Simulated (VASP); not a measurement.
# GaAs (F-43m) in VASP: a series of runs

The runs below take GaAs through single point, with PBE.

All numbers are computed with VASP 6.6.1; they aren't measurements. Logs are shortened: lines on timing, memory, paths and dates and some standing lists are left out, and cuts for length are marked.

**Experimental background.**

“Evidence of valence band perturbations in GaAsN/GaAs(001): A combined variable-angle spectroscopic ellipsometry and modulated photoreflectance investigation”, 2008, arxiv:0805.2212 reports, for a bulk crystal of GaAs at 300 K: band gap 1.412 ± 0.01 eV (direct).

The results are compared with them further down.

### Step 1. The cell of the first run

The structure is cubic, space group F-43m (No. 216). The conventional cell has a = 5.763 Å, b = 5.763 Å, c = 5.763 Å, α = 90.00°, β = 90.00°, γ = 90.00°. Ga (site symmetry -43m) has 4 As at 2.50 Å within 3.3 Å. Within 3.3 Å of As (site symmetry -43m) lie 4 Ga at 2.50 Å.

### Step 2. Single point, PBE (P replaced by As, lengths x 1.031, strained)

The input, INCAR:

```
ALGO = Normal
EDIFF = 1E-6
ENCUT = 500
GGA = PE
GGA_COMPAT = F
ISIF = 2
ISMEAR = 0
LASPH = T
LCHARG = F
LREAL = F
LWAVE = F
NBANDS = 16
NELM = 120
PREC = Accurate
SIGMA = 0.1
```

The input, KPOINTS:

```
k-points
0
Gamma
  6 6 6
```

The input, POSCAR:

```
GaAs
1.0
    0.0000000000      2.8815735056      2.8815735056
    2.8815735056      0.0000000000      2.8815735056
    2.8815735056      2.8815735056      0.0000000000
Ga As
1 1
Direct
    0.0000000000      0.0000000000      0.0000000000
    0.7500000000      0.7500000000      0.7500000000
```

Potentials or basis: VASP PAW PBE potentials, release 64 (Ga_d, As).

Command:

```console
$ cat potpaw_PBE.64/Ga_d/POTCAR potpaw_PBE.64/As/POTCAR > POTCAR
$ mpirun -np 1 vasp_std > vasp.out
```

OUTCAR:

```text
EDIFF = 1E-6
   ENCUT = 500
   GGA = PE
   ISIF = 2
   ISMEAR = 0
   LASPH = T
   LREAL = F
   NELM = 120
   PREC = Accurate

 ion  position               nearest neighbor table
   1  0.000  0.000  0.000-   2 2.50   2 2.50   2 2.50   2 2.50
   2  0.750  0.750  0.750-   1 2.50   1 2.50   1 2.50   1 2.50

  LATTYP: Found a face centered cubic cell.
 ALAT       =     5.7631470112

  Lattice vectors:

 A1 = (   0.0000000000,   2.8815735056,   2.8815735056)
 A2 = (   2.8815735056,   0.0000000000,   2.8815735056)
 A3 = (   2.8815735056,   2.8815735056,   0.0000000000)

Analysis of symmetry for initial positions (statically):
=====================================================================
 Subroutine PRICEL returns:
 Original cell was already a primitive cell.

 Routine SETGRP: Setting up the symmetry group for a
 face centered cubic supercell.

 Subroutine GETGRP returns: Found 24 space group operations
 (whereof 24 operations were pure point group operations)
 out of a pool of 48 trial point group operations.

The static configuration has the point symmetry T_d .

Analysis of symmetry for dynamics (positions and initial velocities):
=====================================================================
 Subroutine PRICEL returns:
 Original cell was already a primitive cell.

 Routine SETGRP: Setting up the symmetry group for a
 face centered cubic supercell.

 Subroutine GETGRP returns: Found 24 space group operations
 (whereof 24 operations were pure point group operations)
 out of a pool of 48 trial point group operations.

The dynamic configuration has the point symmetry T_d .

 Subroutine INISYM returns: Found 24 space group operations
 (whereof 24 operations are pure point group operations),
 and found     1 'primitive' translations

----------------------------------------------------------------------------------------

                                     Primitive cell

  volume of cell :      47.8541

  direct lattice vectors                    reciprocal lattice vectors
     0.000000000  2.881573506  2.881573506    -0.173516309  0.173516309  0.173516309
     2.881573506  0.000000000  2.881573506     0.173516309 -0.173516309  0.173516309
     2.881573506  2.881573506  0.000000000     0.173516309  0.173516309 -0.173516309

  length of vectors
     4.075160333  4.075160333  4.075160333     0.300539064  0.300539064  0.300539064

  position of ions in fractional coordinates (direct lattice)
     0.000000000  0.000000000  0.000000000
     0.750000000  0.750000000  0.750000000

  ion indices of the primitive-cell ions
   primitive index   ion index
                 1           1
                 2           2

----------------------------------------------------------------------------------------

 KPOINTS: k-points

Automatic generation of k-mesh.
 Grid dimensions read from file:
 generate k-points for:    6    6    6

 Generating k-lattice:

  Cartesian coordinates                     Fractional coordinates (reciprocal lattice)
    -0.028919385  0.028919385  0.028919385     0.166666667  0.000000000  0.000000000
     0.028919385 -0.028919385  0.028919385     0.000000000  0.166666667  0.000000000
     0.028919385  0.028919385 -0.028919385     0.000000000  0.000000000  0.166666667

  Length of vectors
     0.050089844  0.050089844  0.050089844

  Shift w.r.t. Gamma in fractional coordinates (k-lattice)
     0.000000000  0.000000000  0.000000000

 Subroutine IBZKPT returns following result:
 ===========================================

 Found     16 irreducible k-points:

 Following reciprocal coordinates:
            Coordinates               Weight
  0.000000  0.000000  0.000000      1.000000
  0.166667  0.000000  0.000000      8.000000
  0.333333  0.000000  0.000000      8.000000
  0.500000  0.000000  0.000000      4.000000
  0.166667  0.166667  0.000000      6.000000
  0.333333  0.166667  0.000000     24.000000
[... 8 lines left out ...]
 -0.333333  0.333333  0.166667     24.000000
 -0.333333  0.500000  0.166667     12.000000
   k-points           NKPTS =     16   k-points in BZ     NKDIM =     16   number of bands    NBANDS=     16
   number of dos      NEDOS =    301   number of ions     NIONS =      2
   total plane-waves  NPLWV =  27000
   dimension x,y,z NGX =    30 NGY =   30 NGZ =   30
   dimension x,y,z NGXF=    60 NGYF=   60 NGZF=   60
   ions per type =               1   1
   NGX,Y,Z   is equivalent  to a cutoff of  12.24, 12.24, 12.24 a.u.
   NGXF,Y,Z  is equivalent  to a cutoff of  24.48, 24.48, 24.48 a.u.
 SYSTEM =  unknown system
   PREC   = accura    normal or accurate (medium, high low for compatibility)
   ISTART =      0    job   : 0-new  1-cont  2-samecut
   ICHARG =      2    charge: 1-file 2-atom 10-const
   ISPIN  =      1    spin polarized calculation?
   LNONCOLLINEAR =      F non collinear calculations
   LSORBIT =      F    spin-orbit coupling
   LASPH  =      T    aspherical Exc in radial PAW
   ENCUT  =  500.0 eV  36.75 Ry    6.06 a.u.   7.43  7.43  7.43*2*pi/ulx,y,z
   NELM   =    120;   NELMIN=  2; NELMDL= -5     # of ELM steps
   EDIFF  = 0.1E-05   stopping-criterion for ELM
   LREAL  =      F    real-space projection
   EDIFFG = 0.1E-04   stopping-criterion for IOM
   NSW    =      0    number of steps for IOM
   IBRION =     -1    ionic relax: 0-MD 1-quasi-New 2-CG
   NFREE  =      0    steps in history (QN), initial steepest desc. (CG)
   ISIF   =      2    stress and relaxation
   ISYM   =      2    0-nonsym 1-usesym 2-fastsym
   POTIM  = 0.5000    time-step for ionic-motion
   TEBEG  =    0.0;   TEEND  =   0.0 temperature during run
   PSTRESS=    0.0 pullay stress
   NELECT =      18.0000    total number of electrons
   NUPDOWN=      -1.0000    fix difference up-down
   EMIN   =  10.00;   EMAX   =-10.00  energy-range for DOS
   EFERMI =   0.00;   METHOD = LEGACY
   ISMEAR =     0;   SIGMA  =   0.10  broadening in eV -4-tet -1-fermi 0-gaus
   EFERMI_NEDOS =   21; number of points for ismear=-14 and -15
   IALGO  =     38    algorithm
   IMIX   =      4    mixing-type and parameters
     AMIX     =   0.40;   BMIX     =  1.00
     AMIX_MAG =   1.60;   BMIX_MAG =  1.00
  volume/ion in A,a.u.               =      23.93       161.47
  Fermi-wavevector in a.u.,A,eV,Ry     =   1.181751  2.233186 19.001017  1.396535
  Thomas-Fermi vector in A             =   2.318018
   LORBIT       =      0    0 simple, 1 ext, 2 COOP (PROOUT), +10 PAW based schemes
   GGA     = PE    functional components
   LHFCALC =     F    Hartree Fock is set to
   AEXX    =    0.0000 exact exchange contribution
   IVDW    =     0    specifies the selected vdW correction
   LEPSILON=     F    determine dielectric tensor
   LRPA    =     F    only Hartree local field effects (RPA)
 non-spin polarized calculation
 Gauss-broadening in eV      SIGMA  =   0.10
  energy-cutoff  :      500.00
  volume of cell :       47.85
 maximum number of plane-waves:      1243
 NGX is ok and might be reduce to    30
   NGX = 15   NGY = 15   NGZ = 15

 number of electron      17.9999993 magnetization

 Free energy of the ion-electron system (eV)
  ---------------------------------------------------
  ext. energy  EPLUGINS =         0.00000000
  ---------------------------------------------------
  free energy    TOTEN  =        -8.25070531 eV

  energy without entropy =       -8.25002041  energy(sigma->0) =       -8.25036286

 E-fermi :   3.4939     XC(G=0):  -9.3272

 val. band max:        3.4165157341   @ k =   0.0000   0.0000   0.0000
 cond. band min:       3.5099574592   @ k =   0.0000   0.0000   0.0000
 fundamental gap:      0.0934417251
 Fermi energy:         3.4939340279

 k-point     1 :       0.0000    0.0000    0.0000
  band No.  band energies     occupation
      1     -11.3072      2.00000
      2     -11.3072      2.00000
      3     -11.3072      2.00000
      4     -11.2414      2.00000
      5     -11.2414      2.00000
      6      -8.9115      2.00000
[... 8 lines left out ...]
     15      13.3919      0.00000
     16      13.3919      0.00000

 k-point     2 :       0.1667    0.0000    0.0000
  band No.  band energies     occupation
      1     -11.3241      2.00000
      2     -11.3024      2.00000
      3     -11.3024      2.00000
      4     -11.2415      2.00000
      5     -11.2415      2.00000
      6      -8.6178      2.00000
[... 8 lines left out ...]
     15      12.3791      0.00000
     16      12.3791      0.00000

 k-point     3 :       0.3333    0.0000    0.0000
  band No.  band energies     occupation
      1     -11.3549      2.00000
      2     -11.2943      2.00000
      3     -11.2943      2.00000
      4     -11.2400      2.00000
      5     -11.2400      2.00000
      6      -7.8648      2.00000
[... 8 lines left out ...]
     15      12.9400      0.00000
     16      12.9400      0.00000

 k-point     4 :       0.5000    0.0000    0.0000
  band No.  band energies     occupation
      1     -11.3692      2.00000
      2     -11.2913      2.00000
      3     -11.2913      2.00000
      4     -11.2382      2.00000
      5     -11.2382      2.00000
      6      -7.3179      2.00000
[... 8 lines left out ...]
     15      14.9999      0.00000
     16      14.9999      0.00000
[... 172 lines left out ...]
 k-point    14 :       0.5000    0.3333    0.1667
  band No.  band energies     occupation
      1     -11.3751      2.00000
      2     -11.2851      2.00000
      3     -11.2794      2.00000
      4     -11.2495      2.00000
      5     -11.2364      2.00000
      6      -7.2638      2.00000
[... 8 lines left out ...]
     15      14.2262      0.00000
     16      16.1137      0.00000

 k-point    15 :      -0.3333    0.3333    0.1667
  band No.  band energies     occupation
      1     -11.3813      2.00000
      2     -11.2846      2.00000
      3     -11.2753      2.00000
      4     -11.2476      2.00000
      5     -11.2383      2.00000
      6      -6.8219      2.00000
[... 8 lines left out ...]
     15      15.2282      0.00000
     16      15.7388      0.00000

 k-point    16 :      -0.3333    0.5000    0.1667
  band No.  band energies     occupation
      1     -11.3891      2.00000
      2     -11.2781      2.00000
      3     -11.2700      2.00000
      4     -11.2533      2.00000
      5     -11.2354      2.00000
      6      -6.6165      2.00000
[... 8 lines left out ...]
     15      15.2391      0.00000
     16      16.3813      0.00000

------------------------ aborting loop because EDIFF is reached ----------------------------------------

  FORCE on cell =-STRESS in cart. coord.  units (eV):
  Direction    XX          YY          ZZ          XY          YZ          ZX
  --------------------------------------------------------------------------------------
  -------------------------------------------------------------------------------------
  Total       -0.1112425     -0.1112425     -0.1112425      0.0000000     -0.0000000     -0.0000000
  in kB       -3.7244520     -3.7244520     -3.7244520      0.0000000     -0.0000000     -0.0000000
  external PRESSURE =      -3.7244520 kB  Pullay stress =       0.0000000 kB

 VOLUME and BASIS-vectors are now :
 -----------------------------------------------------------------------------
  energy-cutoff  :      500.00
  volume of cell :       47.85
      direct lattice vectors                 reciprocal lattice vectors
     0.000000000  2.881573506  2.881573506    -0.173516309  0.173516309  0.173516309
     2.881573506  0.000000000  2.881573506     0.173516309 -0.173516309  0.173516309
     2.881573506  2.881573506  0.000000000     0.173516309  0.173516309 -0.173516309

 POSITION                                       TOTAL-FORCE (eV/Angst)
 -----------------------------------------------------------------------------------
      0.00000      0.00000      0.00000        -0.000000     -0.000000     -0.000000
      4.32236      4.32236      4.32236         0.000000      0.000000      0.000000
 -----------------------------------------------------------------------------------
    total drift:                               -0.000000     -0.000000     -0.000000

  FREE ENERGIE OF THE ION-ELECTRON SYSTEM (eV)
  ---------------------------------------------------
  free  energy   TOTEN  =        -8.2507053073 eV

  energy  without entropy=       -8.2500204080  energy(sigma->0) =       -8.25036286
```

It took 24 s on 1 thread of AMD EPYC 7R13, shared host; peak memory 0.14 GiB.

Results:

| Property | Result |
| --- | --- |
| Free energy | -8.2507 eV |
| Pressure | -0.4 GPa |
| Band gap on the k mesh | 0.09 eV |

Caveat: the cell differs from its parent crystal (P replaced by As, lengths x 1.031, strained).

### Step 3. Single point, PBE, collinear spin

The input, INCAR:

```
  PREC = Accurate
  ENCUT = 500
  EDIFF = 1E-6
  ISMEAR = 0
  SIGMA = 0.01
  LREAL = F
  LASPH = T
  NELM = 200
  ALGO = Normal
  ISIF = 2
  LWAVE = F
  LCHARG = T
  ISPIN = 2
  MAGMOM = 0.2 0.2
  LORBIT = 11
  GGA = PE
  LELF = T
  LVHAR = T
  NBANDS = 20
  GGA_COMPAT = F
```

The input, KPOINTS:

```
regular mesh
0
Gamma
  10 10 10
```

POSCAR is that of step 2.

Potentials or basis: VASP PAW PBE potentials, release 64 (Ga_d, As).

Command:

```console
$ cat potpaw_PBE.64/Ga_d/POTCAR potpaw_PBE.64/As/POTCAR > POTCAR
$ mpirun -np 1 vasp_std > vasp.out
```

Run time: 2.1 min. Hardware: 1 thread of AMD EPYC 7R13, shared host; peak memory 0.2 GiB.

The run converged. Its results:

```
Free energy                                           : -8.2748 eV
Pressure                                              : -0.4 GPa
Band gap on the k mesh                                : 0.10 eV
Net moment                                            : 0.00 μB per cell
Valence electrons inside the program's atomic spheres : Ga 11.61; As 2.80
```

Levels at points of the mesh, in eV from the valence-band top:
Spin up:
| k point | band 7 | band 8 | band 9 | band 10 | band 11 | band 12 |
| --- | --- | --- | --- | --- | --- | --- |
| (0.00, 0.00, 0.00) | 0.00 | 0.00 | 0.00 | 0.10 | 3.71 | 3.71 |
| (0.50, 0.00, 0.00) | -6.34 | -1.06 | -1.06 | 0.84 | 4.61 | 4.61 |
| (0.50, 0.50, 0.00) | -6.56 | -2.48 | -2.48 | 1.57 | 1.68 | 9.71 |
Spin down:
| k point | band 5 | band 6 | band 7 | band 8 | band 9 | band 10 | band 11 | band 12 | band 13 | band 14 |
| --- | --- | --- | --- | --- | --- | --- | --- | --- | --- | --- |
| (0.00, 0.00, 0.00) | -14.65 | -12.33 | 0.00 | 0.00 | 0.00 | 0.10 | 3.71 | 3.71 | 3.71 | 7.41 |
| (0.50, 0.00, 0.00) | -14.64 | -10.74 | -6.34 | -1.06 | -1.06 | 0.84 | 4.61 | 4.61 | 7.69 | 9.97 |
| (0.50, 0.50, 0.00) | -14.64 | -10.07 | -6.56 | -2.48 | -2.48 | 1.57 | 1.68 | 9.71 | 9.71 | 10.47 |

### Step 4. Against experiment

Step 3. Against the measured gap of GaAs, 1.412 eV (direct; 300 K; “Evidence of valence band perturbations in GaAsN/GaAs(001): A combined variable-angle spectroscopic ellipsometry and modulated photoreflectance investigation”, 2008, arxiv:0805.2212), the calculated 0.10 eV is off by -1.32 eV. So large a miss can be the level of theory's own, or it may mean another phase, state or a wrong row. 3 values of this kind are on record (1.412 to 1.51 eV); this one was drawn at random among those near their median, those with a stated uncertainty first. Spin-orbit coupling on As, Ga is left out. The value is that of PBE, without temperature or zero-point motion. Semilocal functionals fall short of measured gaps as a rule.
